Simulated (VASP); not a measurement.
Wanted: the native input for a VASP 6.6.1 run.

- Task: single point
- Functional: PBE
- Potentials or basis: VASP PAW PBE potentials, release 64 (Li_sv, Ta_pv, O)
- Cutoff: 520 eV
- k mesh: 6 × 6 × 4
- Occupations: gaussian, width 0.1 eV
- Spin: collinear spin
- Starting moments: [0.0, 1.0, 0.0, 0.0] μB
- Dipole correction: no
- Further INCAR settings: ALGO = Normal; EDIFF = 1e-07; NBANDS = 25

The structure of LiTaO2 lies in POSCAR:

```
LiTaO2
1.0
    2.8857165678      0.0000000000      0.0000000000
    0.0000000000      3.0800573103      0.0000000000
    0.0000000000      0.0000000000      5.4463819714
Li Ta O
1 1 2
Direct
    0.5000000000      0.5000000000      0.5000000000
    0.0000000000      0.0000000000      0.0000000000
    0.0000000000      0.5000000000      0.2436727195
    0.0000000000      0.5000000000      0.7563272805
```

The cell was built from a structure type or drawn by symmetry, and may not be a known phase.

These files were run (other wordings do the same):

INCAR

```
PREC     = Accurate       # precision mode
ENCUT    = 520            # plane-wave cutoff, eV
EDIFF    = 1E-7           # SCF threshold, eV
ISMEAR   = 0              # smearing method
SIGMA    = 0.1            # smearing width, eV
LREAL    = F              # projectors in reciprocal space
LASPH    = T              # aspherical terms in the spheres
NELM     = 150            # most SCF steps
ALGO     = Normal         # electronic algorithm
ISIF     = 2              # what is computed and relaxed
LWAVE    = F              # write WAVECAR
LCHARG   = F              # write CHGCAR
ISPIN    = 2              # spin polarisation
MAGMOM   = 0 1 0 0        # initial moments
LORBIT   = 11             # projections on sites
LMAXMIX  = 4              # l up to which the mixer works
GGA      = PE             # functional
NBANDS   = 25             # bands
```

KPOINTS

```
regular mesh
0
Gamma
  6 6 4
```

Potentials or basis: VASP PAW PBE potentials, release 64 (Li_sv, Ta_pv, O).

Launch:

```bash
$ cat potpaw_PBE.64/Li_sv/POTCAR potpaw_PBE.64/Ta_pv/POTCAR potpaw_PBE.64/O/POTCAR > POTCAR
$ mpirun -np 1 vasp_std > vasp.out
```

Results of the run:

```
Largest force                                         : 0.054 eV/Å
Band gap on the k mesh                                : zero (filled and empty bands overlap)
Net moment                                            : 0.00 μB per cell
Valence electrons inside the program's atomic spheres : Li 2.07; Ta 8.86; O 5.06
```

Caveat: the k points lie up to 0.36 Å⁻¹ apart, too coarse for converged energies and pressures of a metal; spin-orbit coupling is left out, which moves the levels of the heavy elements.

Run time: 2.5 min on 1 thread of Intel Xeon 8259CL, with other jobs on the host, peak memory 0.24 GiB.
